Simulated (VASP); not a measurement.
# SiO2 (P4_12_12) in VASP: notebook, part 2 of 2

VASP 6.6.1. Earlier steps stand in the parts before.

### Step 3. Electric field gradients, LDA

File INCAR:

```
  ALGO = Normal
  EDIFF = 1E-8
  ENCUT = 520
  GGA = CA
  ISIF = 2
  ISMEAR = -1
  LASPH = True
  LCHARG = False
  LEFG = True
  LREAL = False
  LWAVE = False
  NBANDS = 44
  NELM = 80
  PREC = Accurate
  SIGMA = 0.02
```

File KPOINTS:

```
k-points
0
Gamma
  6 6 5
```

File POSCAR:

```
SiO2
1.0
    4.9727000000      0.0000000000      0.0000000000
    0.0000000000      4.9727000000      0.0000000000
    0.0000000000      0.0000000000      6.9257000000
Si O
4 8
Direct
    0.3054899007      0.3054899007      0.0000000000
    0.1945100993      0.8054899007      0.2500000000
    0.6945100993      0.6945100993      0.5000000000
    0.8054899007      0.1945100993      0.7500000000
    0.2364503307      0.1166506204      0.1851607926
    0.3833493796      0.7364503307      0.4351607926
    0.7635496693      0.8833493796      0.6851607926
    0.6166506204      0.2635496693      0.9351607926
    0.7364503307      0.3833493796      0.5648392074
    0.8833493796      0.7635496693      0.3148392074
    0.2635496693      0.6166506204      0.0648392074
    0.1166506204      0.2364503307      0.8148392074
```

Potentials or basis: VASP PAW LDA potentials, release 64 (Si, O).

On the command line:

```
> cat potpaw_LDA.64/Si/POTCAR potpaw_LDA.64/O/POTCAR > POTCAR
> mpirun -np 1 vasp_std > vasp.out
```

OUTCAR:

```text
EDIFF = 1E-8
   ENCUT = 520
   GGA = CA
   ISIF = 2
   ISMEAR = -1
   LASPH = True
   LREAL = False
   NELM = 80
   PREC = Accurate

 ion  position               nearest neighbor table
   1  0.305  0.305  0.000-   8 1.62  11 1.62   5 1.63  12 1.63   2 3.08   4 3.08   2 3.08   4 3.08

   2  0.195  0.805  0.250-   5 1.62  10 1.62   6 1.63  11 1.63   1 3.08   3 3.08   1 3.08   3 3.08

   3  0.695  0.695  0.500-   6 1.62   9 1.62   7 1.63  10 1.63   2 3.08   4 3.08   4 3.08   2 3.08

   4  0.805  0.195  0.750-   7 1.62  12 1.62   9 1.63   8 1.63   1 3.08   3 3.08   3 3.08   1 3.08

   5  0.236  0.117  0.185-   2 1.62   1 1.63
   6  0.383  0.736  0.435-   3 1.62   2 1.63
   7  0.764  0.883  0.685-   4 1.62   3 1.63
   8  0.617  0.264  0.935-   1 1.62   4 1.63
   9  0.736  0.383  0.565-   3 1.62   4 1.63
  10  0.883  0.764  0.315-   2 1.62   3 1.63
  11  0.264  0.617  0.065-   1 1.62   2 1.63
  12  0.117  0.236  0.815-   4 1.62   1 1.63

  LATTYP: Found a simple tetragonal cell.
 ALAT       =     4.9727000000
 C/A-ratio  =     1.3927443843

  Lattice vectors:

 A1 = (   4.9727000000,   0.0000000000,   0.0000000000)
 A2 = (   0.0000000000,   4.9727000000,   0.0000000000)
 A3 = (   0.0000000000,   0.0000000000,   6.9257000000)

[... 1380 lines left out ...]
   2      -0.027    -0.027     0.053    -0.360     2.815     2.815
   3      -0.027    -0.027     0.053     0.360    -2.815     2.815
   4      -0.027    -0.027     0.053    -0.360    -2.815    -2.815
   5     -47.717    43.609     4.108    19.575   -15.152   -55.962
   6      43.609   -47.717     4.108   -19.575    55.962   -15.152
   7     -47.717    43.609     4.108    19.575    15.152    55.962
   8      43.609   -47.717     4.108   -19.575   -55.962    15.152
   9     -47.717    43.609     4.108   -19.575    15.152   -55.962
  10      43.609   -47.717     4.108    19.575   -55.962   -15.152
  11     -47.717    43.609     4.108   -19.575   -15.152    55.962
  12      43.609   -47.717     4.108    19.575    55.962    15.152
---------------------------------------------------------------------

 Electric field gradients after diagonalization (V/A^2)
 (convention: |V_zz| > |V_xx| > |V_yy|)
----------------------------------------------------------------------
 ion       V_xx      V_yy      V_zz     asymmetry (V_yy - V_xx)/ V_zz
----------------------------------------------------------------------
   1       3.821     0.333    -4.154       0.840
   2       3.821     0.333    -4.154       0.840
   3       3.821     0.333    -4.154       0.840
   4       3.821     0.333    -4.154       0.840
   5     -52.298   -35.422    87.720       0.192
   6     -52.298   -35.422    87.720       0.192
   7     -52.298   -35.422    87.720       0.192
   8     -52.298   -35.422    87.720       0.192
   9     -52.298   -35.422    87.720       0.192
  10     -52.298   -35.422    87.720       0.192
  11     -52.298   -35.422    87.720       0.192
  12     -52.298   -35.422    87.720       0.192
----------------------------------------------------------------------

           NMR quadrupolar parameters

 Cq : quadrupolar parameter    Cq=e*Q*V_zz/h
 eta: asymmetry parameters     (V_yy - V_xx)/ V_zz
 Q  : nuclear electric quadrupole moment in mb (millibarn)
----------------------------------------------------------------------
 ion       Cq(MHz)       eta       Q (mb)
----------------------------------------------------------------------
   1      -0.010       0.840       1.000
   2      -0.010       0.840       1.000
   3      -0.010       0.840       1.000
   4      -0.010       0.840       1.000
   5       0.212       0.192       1.000
   6       0.212       0.192       1.000
   7       0.212       0.192       1.000
   8       0.212       0.192       1.000
   9       0.212       0.192       1.000
  10       0.212       0.192       1.000
  11       0.212       0.192       1.000
  12       0.212       0.192       1.000
----------------------------------------------------------------------
```

stdout:

```text
POSCAR found type information on POSCAR SiO
 POSCAR found :  2 types and      12 ions
 scaLAPACK will be used
 LDA part: xc-table for (Slater(with rela. corr.)+CA(PZ))
 , standard interpolation
 POSCAR, INCAR and KPOINTS ok, starting setup
 FFT: planning ... GRIDC
 FFT: planning ... GRID_SOFT
 FFT: planning ... GRID
 WAVECAR not read
 entering main loop
ion   1

ion   2

ion   3

ion   4

ion   5
     0.0000293    -4.3754873    12.4752354    -0.8852998     3.2751659     9.9948169
     0.0000403    -4.3754873    12.4752353    -0.8852998     3.2751658     9.9948168
     0.0000555    -4.3754872    12.4752351    -0.8852998     3.2751658     9.9948167
     0.0000765    -4.3754871    12.4752347    -0.8852998     3.2751657     9.9948164
[... 72 lines left out ...]
ion  12
     0.0000293    -4.3754873    -3.2751659    -0.8852998   -12.4752354    -9.9948169
     0.0000403    -4.3754873    -3.2751658    -0.8852998   -12.4752353    -9.9948168
     0.0000555    -4.3754872    -3.2751658    -0.8852998   -12.4752351    -9.9948167
     0.0000765    -4.3754871    -3.2751657    -0.8852998   -12.4752347    -9.9948164

     0.0000293   -16.0279551   -12.2121575    -2.9384914   -45.7612212   -36.9323261
     0.0000403   -16.0279522   -12.2121553    -2.9384909   -45.7612129   -36.9323194
     0.0000555   -16.0279472   -12.2121514    -2.9384900   -45.7611987   -36.9323079
     0.0000765   -16.0279388   -12.2121450    -2.9384885   -45.7611748   -36.9322885
```

It took 4.8 min on 1 thread of Intel Xeon Platinum 8259CL at 2.50GHz (Skylake/Cascade Lake), shared host; peak memory 0.31 GiB.

Results:

* Free energy: -103.6828 eV
* Pressure: -4.5 GPa
* Largest force: 0.342 eV/Å
* Band gap on the k mesh: 5.39 eV
* Largest electric field gradient by atom: Si -4.2; O +87.7 V/Å²

Forces in eV/Å, atoms in the order of the input:
```
Si   0.014  0.014  0.000
Si  -0.014  0.014  0.000
Si  -0.014 -0.014  0.000
Si   0.014 -0.014  0.000
O    0.053 -0.176 -0.289
O    0.176  0.053 -0.289
O   -0.053  0.176 -0.289
O   -0.176 -0.053 -0.289
O    0.053  0.176  0.289
O    0.176 -0.053  0.289
O   -0.053 -0.176  0.289
O   -0.176  0.053  0.289
```

Levels at points of the mesh, in eV from the valence-band top:
| k point | band 30 | band 31 | band 32 | band 33 | band 34 | band 35 |
| --- | --- | --- | --- | --- | --- | --- |
| (0.00, 0.00, 0.00) | -0.34 | -0.34 | 0.00 | 5.39 | 8.48 | 8.48 |
| (0.50, 0.00, 0.00) | -0.65 | -0.50 | -0.50 | 7.44 | 7.44 | 8.90 |
| (0.50, 0.50, 0.00) | -0.58 | -0.52 | -0.52 | 8.38 | 8.38 | 8.46 |

Electric field gradients, principal values (V/Å²):
```
atom    least   middle  greatest (by size)
1 Si    0.333    3.821              -4.154
2 Si    0.333    3.821              -4.154
3 Si    0.333    3.821              -4.154
4 Si    0.333    3.821              -4.154
 5 O  -35.422  -52.298              87.720
 6 O  -35.422  -52.298              87.720
 7 O  -35.422  -52.298              87.720
 8 O  -35.422  -52.298              87.720
 9 O  -35.422  -52.298              87.720
10 O  -35.422  -52.298              87.720
11 O  -35.422  -52.298              87.720
12 O  -35.422  -52.298              87.720
```

Caveat: the cell stands under tension; without QUAD_EFG the Cq values of the log hold for a quadrupole moment of 1 mb, not for the nuclei. A k mesh can miss the band edges.

### Step 4. Electric field gradients, r2SCAN

File POSCAR:

```
SiO2
1.0
    4.9727000000      0.0000000000      0.0000000000
    0.0000000000      4.9727000000      0.0000000000
    0.0000000000      0.0000000000      6.9257000000
Si O
4 8
Direct
    0.3054898824      0.3054898824      0.0000000000
    0.1945101176      0.8054898824      0.2500000000
    0.6945101176      0.6945101176      0.5000000000
    0.8054898824      0.1945101176      0.7500000000
    0.2364502689      0.1166507237      0.1851608675
    0.3833492763      0.7364502689      0.4351608675
    0.7635497311      0.8833492763      0.6851608675
    0.6166507237      0.2635497311      0.9351608675
    0.7364502689      0.3833492763      0.5648391325
    0.8833492763      0.7635497311      0.3148391325
    0.2635497311      0.6166507237      0.0648391325
    0.1166507237      0.2364502689      0.8148391325
```

File INCAR.step1:

```
SYSTEM = SiO2
ALGO     = Normal         ! electronic algorithm
EDIFF    = 1E-4           ! SCF threshold, eV
ENCUT    = 520            ! plane-wave cutoff, eV
GGA      = PE             ! functional
ISMEAR   = -1             ! smearing method
LASPH    = .TRUE.         ! aspherical terms in the spheres
LCHARG   = .FALSE.        ! write CHGCAR
LREAL    = .FALSE.        ! projectors in reciprocal space
LWAVE    = .TRUE.         ! write WAVECAR
NBANDS   = 44             ! bands
NELM     = 80             ! most SCF steps
PREC     = Accurate       ! precision mode
SIGMA    = 0.02           ! smearing width, eV
```

File INCAR.step2:

```
SYSTEM = SiO2
ALGO     = Normal         ! electronic algorithm
EDIFF    = 1E-8           ! SCF threshold, eV
ENCUT    = 520            ! plane-wave cutoff, eV
ISIF     = 2              ! what is computed and relaxed
ISMEAR   = -1             ! smearing method
ISTART   = 1            
LASPH    = .TRUE.         ! aspherical terms in the spheres
LCHARG   = .FALSE.        ! write CHGCAR
LEFG     = .TRUE.       
LMIXTAU  = .TRUE.       
LREAL    = .FALSE.        ! projectors in reciprocal space
LWAVE    = .FALSE.        ! write WAVECAR
METAGGA  = R2SCAN         ! meta-GGA
NBANDS   = 44             ! bands
NELM     = 80             ! most SCF steps
PREC     = Accurate       ! precision mode
SIGMA    = 0.02           ! smearing width, eV
```

File KPOINTS:

```
k-points
0
G
  6 6 5
  0 0 0
```

Potentials or basis: VASP PAW PBE potentials, release 64 (Si, O).

On the command line:

```
> cat potpaw_PBE.64/Si/POTCAR potpaw_PBE.64/O/POTCAR > POTCAR
> cp INCAR.step1 INCAR
> mpirun -np 1 vasp_std > vasp.out
> cp INCAR.step2 INCAR
> mpirun -np 1 vasp_std > vasp.out
```

OUTCAR:

```text
SYSTEM = SiO2
   EDIFF = 1E-8
   ENCUT = 520
   ISIF = 2
   ISMEAR = -1
   ISTART = 1
   LASPH = .TRUE.
   LREAL = .FALSE.
   METAGGA = R2SCAN
   NELM = 80
   PREC = Accurate

 ion  position               nearest neighbor table
   1  0.305  0.305  0.000-   8 1.62  11 1.62   5 1.63  12 1.63   2 3.08   4 3.08   2 3.08   4 3.08

   2  0.195  0.805  0.250-   5 1.62  10 1.62   6 1.63  11 1.63   1 3.08   3 3.08   1 3.08   3 3.08

   3  0.695  0.695  0.500-   6 1.62   9 1.62   7 1.63  10 1.63   2 3.08   4 3.08   4 3.08   2 3.08

   4  0.805  0.195  0.750-   7 1.62  12 1.62   9 1.63   8 1.63   1 3.08   3 3.08   3 3.08   1 3.08

   5  0.236  0.117  0.185-   2 1.62   1 1.63
   6  0.383  0.736  0.435-   3 1.62   2 1.63
   7  0.764  0.883  0.685-   4 1.62   3 1.63
   8  0.617  0.264  0.935-   1 1.62   4 1.63
   9  0.736  0.383  0.565-   3 1.62   4 1.63
  10  0.883  0.764  0.315-   2 1.62   3 1.63
[... 1410 lines left out ...]
----------------------------------------------------------------------
   1       3.820     0.397    -4.217       0.812
   2       3.820     0.397    -4.217       0.812
   3       3.820     0.397    -4.217       0.812
   4       3.820     0.397    -4.217       0.812
   5     -53.155   -35.558    88.713       0.198
   6     -53.155   -35.558    88.713       0.198
   7     -53.155   -35.558    88.713       0.198
   8     -53.155   -35.558    88.713       0.198
   9     -53.155   -35.558    88.713       0.198
  10     -53.155   -35.558    88.713       0.198
  11     -53.155   -35.558    88.713       0.198
  12     -53.155   -35.558    88.713       0.198
----------------------------------------------------------------------

           NMR quadrupolar parameters

 Cq : quadrupolar parameter    Cq=e*Q*V_zz/h
 eta: asymmetry parameters     (V_yy - V_xx)/ V_zz
 Q  : nuclear electric quadrupole moment in mb (millibarn)
----------------------------------------------------------------------
 ion       Cq(MHz)       eta       Q (mb)
----------------------------------------------------------------------
   1      -0.010       0.812       1.000
   2      -0.010       0.812       1.000
   3      -0.010       0.812       1.000
   4      -0.010       0.812       1.000
   5       0.215       0.198       1.000
   6       0.215       0.198       1.000
   7       0.215       0.198       1.000
   8       0.215       0.198       1.000
   9       0.215       0.198       1.000
  10       0.215       0.198       1.000
  11       0.215       0.198       1.000
  12       0.215       0.198       1.000
----------------------------------------------------------------------
```

OUTCAR.step1:

```text
SYSTEM = SiO2
   EDIFF = 1E-4
   ENCUT = 520
   GGA = PE
   ISMEAR = -1
   LASPH = .TRUE.
   LREAL = .FALSE.
   NELM = 80
[... 1393 lines left out ...]
      4.39263      3.79690      2.18048        -0.013809     -0.012064      0.008278
      1.31055      3.06642      0.44906        -0.012064      0.013809      0.008278
      0.58007      1.17580      5.64333         0.013809      0.012064      0.008278
 -----------------------------------------------------------------------------------
    total drift:                               -0.000000      0.000000      0.000000

  FREE ENERGIE OF THE ION-ELECTRON SYSTEM (eV)
  ---------------------------------------------------
  free  energy   TOTEN  =       -94.8885762663 eV

  energy  without entropy=      -94.8885762663  energy(sigma->0) =      -94.88857627
```

OSZICAR.step1:

```text
N       E                     dE             d eps       ncg     rms          rms(c)
DAV:   1     0.402818219305E+03    0.40282E+03   -0.32979E+04  2640   0.133E+03
DAV:   2    -0.766140514130E+02   -0.47943E+03   -0.46462E+03  3340   0.312E+02
DAV:   3    -0.107097091462E+03   -0.30483E+02   -0.30330E+02  3256   0.838E+01
DAV:   4    -0.107500834845E+03   -0.40374E+00   -0.40298E+00  3312   0.106E+01
DAV:   5    -0.107508144355E+03   -0.73095E-02   -0.73034E-02  3228   0.139E+00    0.287E+01
DAV:   6    -0.948339309362E+02    0.12674E+02   -0.49025E+01  3084   0.322E+01    0.136E+01
DAV:   7    -0.948748685125E+02   -0.40938E-01   -0.14389E+00  3172   0.504E+00    0.500E+00
DAV:   8    -0.948720702204E+02    0.27983E-02   -0.67077E-02  3228   0.164E+00    0.197E+00
DAV:   9    -0.948863321325E+02   -0.14262E-01   -0.38025E-02  2992   0.119E+00    0.362E-01
DAV:  10    -0.948886170043E+02   -0.22849E-02   -0.45070E-03  2992   0.316E-01    0.121E-01
DAV:  11    -0.948885658392E+02    0.51165E-04   -0.11551E-03  3160   0.176E-01    0.154E-02
DAV:  12    -0.948885762663E+02   -0.10427E-04   -0.28437E-05  1960   0.281E-02
   1 F= -.94888576E+02 E0= -.94888576E+02  d E =-.445139E-12
```

Run time: 22 min. Hardware: 1 thread of Oxide Virtual Turin-like, shared host; peak memory 0.37 GiB.

What came out:

```
Free energy                             : -119.1213 eV
Pressure                                : -3.3 GPa
Largest force                           : 0.291 eV/Å
Band gap on the k mesh                  : 6.26 eV
Largest electric field gradient by atom : Si -4.2; O +88.7 V/Å²
```

Forces on the atoms (eV/Å):
```
Si   0.027  0.027  0.000
Si  -0.027  0.027  0.000
Si  -0.027 -0.027  0.000
Si   0.027 -0.027  0.000
O    0.050 -0.138 -0.251
O    0.138  0.050 -0.251
O   -0.050  0.138 -0.251
O   -0.138 -0.050 -0.251
O    0.050  0.138  0.251
O    0.138 -0.050  0.251
O   -0.050 -0.138  0.251
O   -0.138  0.050  0.251
```

Stress tensor (GPa, compression positive):
```
-3.09  0.00  0.00
 0.00 -3.09  0.00
 0.00  0.00 -3.84
```

Levels at points of the mesh, in eV from the valence-band top:
```
           k point  band 29  band 30  band 31  band 32  band 33  band 34  band 35  band 36
(0.00, 0.00, 0.00)    -0.69    -0.35    -0.35     0.00     6.26     9.59     9.59    10.02
(0.50, 0.00, 0.00)    -0.65    -0.65    -0.50    -0.50     8.38     8.38    10.00    10.00
(0.50, 0.50, 0.00)    -0.58    -0.58    -0.52    -0.52     9.38     9.38     9.52     9.52
```

Electric field gradients, principal values (V/Å²):
```csv
atom,least,middle,greatest (by size)
1 Si,0.397,3.820,-4.217
2 Si,0.397,3.820,-4.217
3 Si,0.397,3.820,-4.217
4 Si,0.397,3.820,-4.217
5 O,-35.558,-53.155,88.713
6 O,-35.558,-53.155,88.713
7 O,-35.558,-53.155,88.713
8 O,-35.558,-53.155,88.713
9 O,-35.558,-53.155,88.713
10 O,-35.558,-53.155,88.713
11 O,-35.558,-53.155,88.713
12 O,-35.558,-53.155,88.713
```

Caveat: the cell stands under tension; without QUAD_EFG the Cq values of the log hold for a quadrupole moment of 1 mb, not for the nuclei; the PAW data sets were made with another functional, which shifts forces and pressure a little. A k mesh can miss the band edges.

### Step 5. Overview

```csv
level,potentials or basis,cell,gap on the mesh (eV),pressure (GPa),largest force (eV/Å)
PBE,"VASP PAW PBE potentials, release 64 (Si, O)","as given, atomic positions A",5.80,7.7,0.48
LDA,"VASP PAW LDA potentials, release 64 (Si, O)","as given, atomic positions B",5.39,-4.5,0.34
r2SCAN,"VASP PAW PBE potentials, release 64 (Si, O)","as given, atomic positions B",6.26,-3.3,0.29
```

Alike in all rows: task electric field gradients; no spin polarisation; k mesh 6 × 6 × 5; cutoff (eV) 520; smearing fermi-dirac 0.02 eV.

Caveats: the cell stands under tension (at least some runs); the cell stands under pressure (at least some runs); the PAW data sets were made with another functional, which shifts forces and pressure a little (at least some runs).

Absolute energies hang on the potentials; compare differences alone.
